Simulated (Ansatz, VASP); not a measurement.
Two plane-wave programs on Rh

```
Rh
1.0
     2.71493    0.00000    0.00000
    -1.35747    2.35120    0.00000
     0.00000    0.00000    8.82438
Rh
4
Direct
  0.00000 0.00000 0.00000
  0.33333 0.66667 0.25000
  0.00000 0.00000 0.50000
  0.66667 0.33333 0.75000
```

Alike in both runs: functional PBE; k mesh 9 × 9 × 2; occupations gaussian, width 0.1 eV; no spin polarisation.

Ansatz relaxed the structure, and its values are those at the end. VASP's run is a single point on that final structure, the one shown.

```csv
,VASP,Ansatz
version,VASP 6.6.1,Ansatz 0.2.0
potentials or method,"VASP PAW PBE potentials, release 64 (Rh_pv), cutoff 520 eV","scalar-relativistic, plane waves, PAW"
valence electrons in the cell,60,68
```

|  | VASP | Ansatz | Ansatz less VASP |
| --- | --- | --- | --- |
| gap on the k mesh at the Fermi level (eV) | none | none | - |
| pressure (GPa) | -0.2 | -0.2 | 0.00 |

A gap of «none» marks a metal or a gap that the smearing closes. VASP's potentials hold 60 valence electrons a cell and Ansatz's 68, so a difference there can come from the potentials and not from the codes.
